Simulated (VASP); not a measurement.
# W (Fd-3m) in VASP: a series of runs

W is run at these levels: revPBE; tasks: single point.

Program: VASP 6.6.1. These are calculated values, not measurements. Logs are shortened: lines on timing, memory, paths and dates and some standing lists are left out, and cuts for length are marked.

### 1 The cell of the first run

It takes space group Fd-3m (No. 227, cubic). The conventional cell has a = 5.858 Å, b = 5.858 Å, c = 5.858 Å, α = 90.00°, β = 90.00°, γ = 90.00°. W (site symmetry -43m) has 4 W at 2.54 Å within 3.3 Å.

This isn't the form of W at room conditions, which is bcc.

### 2 Single point, revPBE (25.12 Å³/atom)

Input file INCAR:

```
SYSTEM = W
PREC = Accurate
ENCUT = 520
EDIFF = 1E-6
ISMEAR = -1
SIGMA = 0.1
LREAL = .FALSE.
LASPH = .TRUE.
NELM = 60
ALGO = Normal
ISIF = 2
LWAVE = .FALSE.
LCHARG = .FALSE.
GGA = RE
NBANDS = 21
```

Input file KPOINTS:

```
regular mesh
0
G
  11 11 11
  0 0 0
```

Input file POSCAR:

```
W
1.0
    0.0000000000      2.9287533384      2.9287533384
    2.9287533384      0.0000000000      2.9287533384
    2.9287533384      2.9287533384      0.0000000000
W
2
Direct
    0.1250000000      0.1250000000      0.1250000000
    0.8750000000      0.8750000000      0.8750000000
```

Potentials or basis: VASP PAW PBE potentials, release 64 (W_sv).

Command:

```bash
> cat potpaw_PBE.64/W_sv/POTCAR > POTCAR
> mpirun -np 1 vasp_std > vasp.out
```

OUTCAR:

```text
SYSTEM = W
   PREC = Accurate
   ENCUT = 520
   EDIFF = 1E-6
   ISMEAR = -1
   LREAL = .FALSE.
   LASPH = .TRUE.
   NELM = 60
   ISIF = 2
   GGA = RE

 ion  position               nearest neighbor table
   1  0.125  0.125  0.125-   2 2.54   2 2.54   2 2.54   2 2.54
   2  0.875  0.875  0.875-   1 2.54   1 2.54   1 2.54   1 2.54

  LATTYP: Found a face centered cubic cell.
 ALAT       =     5.8575066768

  Lattice vectors:

 A1 = (   0.0000000000,   2.9287533384,   2.9287533384)
 A2 = (   2.9287533384,   0.0000000000,   2.9287533384)
 A3 = (   2.9287533384,   2.9287533384,   0.0000000000)

Analysis of symmetry for initial positions (statically):
=====================================================================
 Subroutine PRICEL returns:
 Original cell was already a primitive cell.

 Routine SETGRP: Setting up the symmetry group for a
 face centered cubic supercell.

 Subroutine GETGRP returns: Found 48 space group operations
 (whereof 12 operations were pure point group operations)
 out of a pool of 48 trial point group operations.

The static configuration has the point symmetry D_3d.
 The point group associated with its full space group is O_h .

Analysis of symmetry for dynamics (positions and initial velocities):
=====================================================================
 Subroutine PRICEL returns:
 Original cell was already a primitive cell.

 Routine SETGRP: Setting up the symmetry group for a
 face centered cubic supercell.

 Subroutine GETGRP returns: Found 48 space group operations
 (whereof 12 operations were pure point group operations)
 out of a pool of 48 trial point group operations.

The dynamic configuration has the point symmetry D_3d.
 The point group associated with its full space group is O_h .

 Subroutine INISYM returns: Found 48 space group operations
 (whereof 12 operations are pure point group operations),
 and found     1 'primitive' translations

----------------------------------------------------------------------------------------

                                     Primitive cell

  volume of cell :      50.2433

  direct lattice vectors                    reciprocal lattice vectors
     0.000000000  2.928753338  2.928753338    -0.170721103  0.170721103  0.170721103
     2.928753338  0.000000000  2.928753338     0.170721103 -0.170721103  0.170721103
     2.928753338  2.928753338  0.000000000     0.170721103  0.170721103 -0.170721103

  length of vectors
     4.141882692  4.141882692  4.141882692     0.295697624  0.295697624  0.295697624

  position of ions in fractional coordinates (direct lattice)
     0.125000000  0.125000000  0.125000000
     0.875000000  0.875000000  0.875000000

  ion indices of the primitive-cell ions
   primitive index   ion index
                 1           1
                 2           2

----------------------------------------------------------------------------------------

 KPOINTS: regular mesh

Automatic generation of k-mesh.
 Grid dimensions read from file:
 generate k-points for:   11   11   11

 Generating k-lattice:

  Cartesian coordinates                     Fractional coordinates (reciprocal lattice)
    -0.015520100  0.015520100  0.015520100     0.090909091  0.000000000  0.000000000
     0.015520100 -0.015520100  0.015520100     0.000000000  0.090909091  0.000000000
     0.015520100  0.015520100 -0.015520100     0.000000000  0.000000000  0.090909091

  Length of vectors
     0.026881602  0.026881602  0.026881602

  Shift w.r.t. Gamma in fractional coordinates (k-lattice)
     0.000000000  0.000000000  0.000000000

 Subroutine IBZKPT returns following result:
 ===========================================

 Found     56 irreducible k-points:

 Following reciprocal coordinates:
            Coordinates               Weight
  0.000000  0.000000  0.000000      1.000000
  0.090909  0.000000  0.000000      8.000000
  0.181818  0.000000  0.000000      8.000000
  0.272727  0.000000  0.000000      8.000000
  0.363636  0.000000  0.000000      8.000000
  0.454545  0.000000  0.000000      8.000000
[... 16 lines left out ...]
 -0.272727  0.181818  0.000000     24.000000
 -0.181818  0.181818  0.000000     12.000000
 [... further k-points ...]
   k-points           NKPTS =     56   k-points in BZ     NKDIM =     56   number of bands    NBANDS=     21
   number of dos      NEDOS =    301   number of ions     NIONS =      2
   total plane-waves  NPLWV =  32768
   dimension x,y,z NGX =    32 NGY =   32 NGZ =   32
   dimension x,y,z NGXF=    64 NGYF=   64 NGZF=   64
   ions per type =               2
   NGX,Y,Z   is equivalent  to a cutoff of  12.84, 12.84, 12.84 a.u.
   NGXF,Y,Z  is equivalent  to a cutoff of  25.69, 25.69, 25.69 a.u.
 SYSTEM =  W
   PREC   = accura    normal or accurate (medium, high low for compatibility)
   ISTART =      0    job   : 0-new  1-cont  2-samecut
   ICHARG =      2    charge: 1-file 2-atom 10-const
   ISPIN  =      1    spin polarized calculation?
   LNONCOLLINEAR =      F non collinear calculations
   LSORBIT =      F    spin-orbit coupling
   LASPH  =      T    aspherical Exc in radial PAW
   ENCUT  =  520.0 eV  38.22 Ry    6.18 a.u.   7.70  7.70  7.70*2*pi/ulx,y,z
   NELM   =     60;   NELMIN=  2; NELMDL= -5     # of ELM steps
   EDIFF  = 0.1E-05   stopping-criterion for ELM
   LREAL  =      F    real-space projection
   EDIFFG = 0.1E-04   stopping-criterion for IOM
   NSW    =      0    number of steps for IOM
   IBRION =     -1    ionic relax: 0-MD 1-quasi-New 2-CG
   NFREE  =      0    steps in history (QN), initial steepest desc. (CG)
   ISIF   =      2    stress and relaxation
   ISYM   =      2    0-nonsym 1-usesym 2-fastsym
   POTIM  = 0.5000    time-step for ionic-motion
   TEBEG  =    0.0;   TEEND  =   0.0 temperature during run
   PSTRESS=    0.0 pullay stress
   NELECT =      28.0000    total number of electrons
   NUPDOWN=      -1.0000    fix difference up-down
   EMIN   =  10.00;   EMAX   =-10.00  energy-range for DOS
   EFERMI =   0.00;   METHOD = LEGACY
   ISMEAR =    -1;   SIGMA  =   0.10  broadening in eV -4-tet -1-fermi 0-gaus
   EFERMI_NEDOS =   21; number of points for ismear=-14 and -15
   IALGO  =     38    algorithm
   IMIX   =      4    mixing-type and parameters
     AMIX     =   0.40;   BMIX     =  1.00
     AMIX_MAG =   1.60;   BMIX_MAG =  1.00
  volume/ion in A,a.u.               =      25.12       169.53
  Fermi-wavevector in a.u.,A,eV,Ry     =   1.347208  2.545854 24.694165  1.814970
  Thomas-Fermi vector in A             =   2.474977
   LORBIT       =      0    0 simple, 1 ext, 2 COOP (PROOUT), +10 PAW based schemes
   GGA     = RE    functional components
   LHFCALC =     F    Hartree Fock is set to
   AEXX    =    0.0000 exact exchange contribution
   IVDW    =     0    specifies the selected vdW correction
   LEPSILON=     F    determine dielectric tensor
   LRPA    =     F    only Hartree local field effects (RPA)
 non-spin polarized calculation
  energy-cutoff  :      520.00
  volume of cell :       50.24
 maximum number of plane-waves:      1375
   NGX = 15   NGY = 15   NGZ = 15

 number of electron      28.0000002 magnetization

 Free energy of the ion-electron system (eV)
  ---------------------------------------------------
  ext. energy  EPLUGINS =         0.00000000
  ---------------------------------------------------
  free energy    TOTEN  =       -19.83717412 eV

  energy without entropy =      -19.74255206  energy(sigma->0) =      -19.78986309

 E-fermi :   5.1466     XC(G=0): -10.6476

 val. band max:        5.1458242246   @ k =  -0.2727   0.1818   0.0000
 cond. band min:       5.1486548239   @ k =   0.3636   0.2727   0.0000
 fundamental gap:      0.0028305993
 Fermi energy:         5.1465807093

 k-point     1 :       0.0000    0.0000    0.0000
  band No.  band energies     occupation
      1     -68.0246      2.00000
      2     -67.7284      2.00000
      3     -32.5896      2.00000
      4     -32.5896      2.00000
      5     -32.5896      2.00000
      6     -31.7184      2.00000
[... 13 lines left out ...]
     20      15.7672      0.00000
     21      15.8714      0.00000

 k-point     2 :       0.0909    0.0000    0.0000
  band No.  band energies     occupation
      1     -68.0202      2.00000
      2     -67.7329      2.00000
      3     -32.5978      2.00000
      4     -32.5978      2.00000
      5     -32.5881      2.00000
      6     -31.7208      2.00000
[... 13 lines left out ...]
     20      15.4398      0.00000
     21      16.0751      0.00000

 k-point     3 :       0.1818    0.0000    0.0000
  band No.  band energies     occupation
      1     -68.0076      2.00000
      2     -67.7458      2.00000
      3     -32.6192      2.00000
      4     -32.6192      2.00000
      5     -32.5844      2.00000
      6     -31.7267      2.00000
[... 13 lines left out ...]
     20      14.8074      0.00000
     21      15.1905      0.00000

 k-point     4 :       0.2727    0.0000    0.0000
  band No.  band energies     occupation
      1     -67.9889      2.00000
      2     -67.7649      2.00000
      3     -32.6457      2.00000
      4     -32.6457      2.00000
      5     -32.5798      2.00000
      6     -31.7341      2.00000
[... 13 lines left out ...]
     20      12.8034      0.00000
     21      14.9047      0.00000

 k-point     5 :       0.3636    0.0000    0.0000
  band No.  band energies     occupation
      1     -67.9684      2.00000
      2     -67.7858      2.00000
      3     -32.6688      2.00000
      4     -32.6688      2.00000
      5     -32.5761      2.00000
      6     -31.7404      2.00000
[... 13 lines left out ...]
     20      11.0484      0.00000
     21      14.8359      0.00000
[... 382 lines left out ...]
     20       9.9749      0.00000
     21      13.0496      0.00000

 k-point    22 :      -0.3636    0.1818    0.0000
  band No.  band energies     occupation
      1     -67.9427      2.00000
      2     -67.8118      2.00000
      3     -32.7587      2.00000
      4     -32.6952      2.00000
      5     -32.4539      2.00000
      6     -31.8625      2.00000
[... 13 lines left out ...]
     20      10.3606      0.00000
     21      12.9548      0.00000

 k-point    23 :      -0.2727    0.1818    0.0000
  band No.  band energies     occupation
      1     -67.9614      2.00000
      2     -67.7929      2.00000
      3     -32.7397      2.00000
      4     -32.6709      2.00000
      5     -32.4851      2.00000
      6     -31.8301      2.00000
[... 13 lines left out ...]
     20      11.6076      0.00000
     21      13.1706      0.00000

 k-point    24 :      -0.1818    0.1818    0.0000
  band No.  band energies     occupation
      1     -67.9818      2.00000
      2     -67.7721      2.00000
      3     -32.7043      2.00000
      4     -32.6446      2.00000
      5     -32.5238      2.00000
      6     -31.7901      2.00000
[... 13 lines left out ...]
     20      13.2113      0.00000
     21      13.8292      0.00000

 [... further k-points ...]

------------------------ aborting loop because EDIFF is reached ----------------------------------------

  FORCE on cell =-STRESS in cart. coord.  units (eV):
  Direction    XX          YY          ZZ          XY          YZ          ZX
  --------------------------------------------------------------------------------------
  -------------------------------------------------------------------------------------
  Total        0.1257163      0.1257163      0.1257163      0.0000000      0.0000000     -0.0000000
  in kB        4.0088864      4.0088864      4.0088864      0.0000000      0.0000000     -0.0000000
  external PRESSURE =       4.0088864 kB  Pullay stress =       0.0000000 kB

 VOLUME and BASIS-vectors are now :
 -----------------------------------------------------------------------------
  energy-cutoff  :      520.00
  volume of cell :       50.24
      direct lattice vectors                 reciprocal lattice vectors
     0.000000000  2.928753338  2.928753338    -0.170721103  0.170721103  0.170721103
     2.928753338  0.000000000  2.928753338     0.170721103 -0.170721103  0.170721103
     2.928753338  2.928753338  0.000000000     0.170721103  0.170721103 -0.170721103

 POSITION                                       TOTAL-FORCE (eV/Angst)
 -----------------------------------------------------------------------------------
      0.73219      0.73219      0.73219         0.000000      0.000000      0.000000
      5.12532      5.12532      5.12532        -0.000000     -0.000000     -0.000000
 -----------------------------------------------------------------------------------
    total drift:                                0.000000      0.000000     -0.000000

  FREE ENERGIE OF THE ION-ELECTRON SYSTEM (eV)
  ---------------------------------------------------
  free  energy   TOTEN  =       -19.8371741179 eV

  energy  without entropy=      -19.7425520630  energy(sigma->0) =      -19.78986309
```

Run time: 53 s. Hardware: 1 thread of Intel Xeon 8259CL, shared host; peak memory 0.2 GiB.

Results:

```yaml
Free_energy: -19.8372 eV
Pressure: 0.4 GPa
Band_gap_on_the_k_mesh: zero (bands 14 and 15 overlap by 1.00 eV)
```

Caveat: the PAW data sets were made with another functional, which shifts forces and pressure a little; spin-orbit coupling is left out, which moves the levels of the heavy elements.

### 3 Single point, revPBE (26.13 Å³/atom)

This run uses another cell than the first one, of 26.13 Å³/atom.

Input file INCAR:

```
ALGO = Normal
EDIFF = 1E-6
ENCUT = 520
GGA = RE
ISIF = 2
ISMEAR = -1
LASPH = True
LCHARG = False
LREAL = False
LWAVE = False
NBANDS = 21
NELM = 100
PREC = Accurate
SIGMA = 0.1
```

Input file KPOINTS:

```
k-points
0
Gamma
  11 11 11
```

Input file POSCAR:

```
W
1.0
    0.0000000000      2.9672939863      2.9672939863
    2.9672939863      0.0000000000      2.9672939863
    2.9672939863      2.9672939863      0.0000000000
W
2
Direct
    0.1250000000      0.1250000000      0.1250000000
    0.8750000000      0.8750000000      0.8750000000
```

Potentials or basis: VASP PAW PBE potentials, release 64 (W_sv).

Command:

```bash
> cat potpaw_PBE.64/W_sv/POTCAR > POTCAR
> mpirun -np 1 vasp_std > vasp.out
```

OUTCAR:

```text
EDIFF = 1E-6
   ENCUT = 520
   GGA = RE
   ISIF = 2
   ISMEAR = -1
   LASPH = True
   LREAL = False
   NELM = 100
   PREC = Accurate

 ion  position               nearest neighbor table
   1  0.125  0.125  0.125-   2 2.57   2 2.57   2 2.57   2 2.57
   2  0.875  0.875  0.875-   1 2.57   1 2.57   1 2.57   1 2.57

  LATTYP: Found a face centered cubic cell.
 ALAT       =     5.9345879726

  Lattice vectors:

 A1 = (   0.0000000000,   2.9672939863,   2.9672939863)
[... 760 lines left out ...]

 [... further k-points ...]

------------------------ aborting loop because EDIFF is reached ----------------------------------------

  FORCE on cell =-STRESS in cart. coord.  units (eV):
  Direction    XX          YY          ZZ          XY          YZ          ZX
  --------------------------------------------------------------------------------------
  -------------------------------------------------------------------------------------
  Total       -1.2822347     -1.2822347     -1.2822347     -0.0000000     -0.0000000     -0.0000000
  in kB      -39.3157328    -39.3157328    -39.3157328     -0.0000000     -0.0000000     -0.0000000
  external PRESSURE =     -39.3157328 kB  Pullay stress =       0.0000000 kB

 VOLUME and BASIS-vectors are now :
 -----------------------------------------------------------------------------
  energy-cutoff  :      520.00
  volume of cell :       52.25
      direct lattice vectors                 reciprocal lattice vectors
     0.000000000  2.967293986  2.967293986    -0.168503695  0.168503695  0.168503695
     2.967293986  0.000000000  2.967293986     0.168503695 -0.168503695  0.168503695
     2.967293986  2.967293986  0.000000000     0.168503695  0.168503695 -0.168503695

 POSITION                                       TOTAL-FORCE (eV/Angst)
 -----------------------------------------------------------------------------------
      0.74182      0.74182      0.74182         0.000000     -0.000000     -0.000000
      5.19276      5.19276      5.19276        -0.000000      0.000000      0.000000
 -----------------------------------------------------------------------------------
    total drift:                                0.000000      0.000000     -0.000000

  FREE ENERGIE OF THE ION-ELECTRON SYSTEM (eV)
  ---------------------------------------------------
  free  energy   TOTEN  =       -19.8151380061 eV

  energy  without entropy=      -19.7170444172  energy(sigma->0) =      -19.76609121
```

stdout:

```text
POSCAR found type information on POSCAR W
 POSCAR found :  1 types and       2 ions
 scaLAPACK will be used
 -----------------------------------------------------------------------------
|                                                                             |
|                                                                             |
|     You enforced a specific xc type in the INCAR file but a different       |
|     I HOPE YOU KNOW WHAT YOU ARE DOING!                                     |
|                                                                             |
 -----------------------------------------------------------------------------

 LDA part: xc-table for (Slater+PW92), standard interpolation
 POSCAR, INCAR and KPOINTS ok, starting setup
 FFT: planning ... GRIDC
 FFT: planning ... GRID_SOFT
 FFT: planning ... GRID
 WAVECAR not read
 entering main loop
```

Run time: 44 s. Hardware: 1 thread of Intel Xeon 8259CL, shared host; peak memory 0.2 GiB.

What came out:

```
Free energy            : -19.8151 eV
Pressure               : -3.9 GPa
Band gap on the k mesh : zero (bands 14 and 15 overlap by 1.00 eV)
```

Caveat: the cell stands under tension; the PAW data sets were made with another functional, which shifts forces and pressure a little; spin-orbit coupling is left out, which moves the levels of the heavy elements.
